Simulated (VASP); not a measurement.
Write the native input for VASP 6.6.1 that does the following.

* Task: electric field gradients
* Functional: PBE
* Potentials or basis: VASP PAW PBE potentials, release 64 (Ti_sv, O)
* Cutoff: 520 eV
* k mesh: 13 × 13 × 13
* Occupations: fermi-dirac, width 0.08 eV
* Spin: no spin polarisation
* Dipole correction: no
* Further INCAR settings: ALGO = Normal; EDIFF = 1e-08; NBANDS = 33

The structure of TiO2 lies in POSCAR:

```
TiO2
1.0
   -1.8861705213      1.8861705213      4.7410901822
    1.8861705213     -1.8861705213      4.7410901822
    1.8861705213      1.8861705213     -4.7410901822
Ti O
2 4
Direct
    0.0000000000      0.0000000000      0.0000000000
    0.7500000000      0.2500000000      0.5000000000
    0.2066000000      0.2066000000      0.0000000000
    0.9566000000      0.4566000000      0.5000000000
    0.5434000000      0.0434000000      0.5000000000
    0.7934000000      0.7934000000      0.0000000000
```

The input as run:

INCAR

```
ALGO     = Normal         # electronic algorithm
EDIFF    = 1E-8           # SCF threshold, eV
ENCUT    = 520            # plane-wave cutoff, eV
GGA      = PE             # functional
ISIF     = 2              # what is computed and relaxed
ISMEAR   = -1             # smearing method
LASPH    = T              # aspherical terms in the spheres
LCHARG   = F              # write CHGCAR
LEFG     = T            
LREAL    = F              # projectors in reciprocal space
LWAVE    = F              # write WAVECAR
NBANDS   = 33             # bands
NELM     = 80             # most SCF steps
PREC     = Accurate       # precision mode
SIGMA    = 0.08           # smearing width, eV
```

KPOINTS

```
k-points
0
Gamma
  13 13 13
```

Potentials or basis: VASP PAW PBE potentials, release 64 (Ti_sv, O).

The run is started by

```bash
$ cat potpaw_PBE.64/Ti_sv/POTCAR potpaw_PBE.64/O/POTCAR > POTCAR
$ mpirun -np 1 vasp_std > vasp.out
```

Results of the run:

```yaml
Pressure: 9.0 GPa
Largest_force: 0.430 eV/Å
Band_gap_on_the_k_mesh: 2.18 eV (least direct gap 2.47 eV)
Largest_electric_field_gradient_by_atom: Ti -1.7; O +16.5 V/Å²
```

Caveat: the cell stands under pressure; without QUAD_EFG the Cq values of the log hold for a quadrupole moment of 1 mb, not for the nuclei.

Wall time 13 min on 1 thread of Intel(R) Xeon(R) Platinum 8375C CPU @ 2.90GHz (Ice Lake), on a shared host, peak memory 0.49 GiB.
